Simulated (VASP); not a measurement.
Input of a VASP 6.6.1 run:

The input INCAR:

```
SYSTEM = CoSn
  PREC = Accurate
  ENCUT = 600
  EDIFF = 1E-6
  ISMEAR = 0
  SIGMA = 0.15
  LREAL = .FALSE.
  LASPH = .TRUE.
  NELM = 200
  ALGO = Normal
  ISIF = 2
  LWAVE = .FALSE.
  LCHARG = .FALSE.
  ISPIN = 2
  MAGMOM = 2.49 2.49 2.49 0.25 0.25 0.32
  LORBIT = 11
  NUPDOWN = 9.0
  LMAXMIX = 4
  GGA = PE
  NBANDS = 48
  GGA_COMPAT = .FALSE.
```

Contents of KPOINTS:

```
regular mesh
0
G
  5 5 5
  0 0 0
```

POSCAR

```
CoSn
1.0
    5.2460399300      0.0000000000      0.0000000000
   -2.6230199600      4.5432038500      0.0000000000
    0.0000000000      0.0000000000      4.1875903000
Co Sn
3 3
Direct
    0.0000000000      0.5000000000      0.0000000000
    0.5000000000      0.5000000000      0.0000000000
    0.5000000000      0.0000000000      0.0000000000
    0.6666666700      0.3333333300      0.5000000000
    0.3333333300      0.6666666700      0.5000000000
    0.0000000000      0.0000000000      0.0000000000
```

Potentials or basis: VASP PAW PBE potentials, release 64 (Co, Sn_d).

Launch:

```bash
$ cat potpaw_PBE.64/Co/POTCAR potpaw_PBE.64/Sn_d/POTCAR > POTCAR
$ mpirun -np 1 vasp_std > vasp.out
```

Problem. Estimate the pressure.

Solution. 24.3 GPa.

Stress tensor (GPa, compression positive):
```
20.02  0.00  0.00
 0.00 20.02  0.00
 0.00  0.00 32.86
```

Caveat: the stress differs along the axes, from 20 to 33 GPa; the total moment is fixed, so each spin has its own Fermi level and the state may be an excited one.
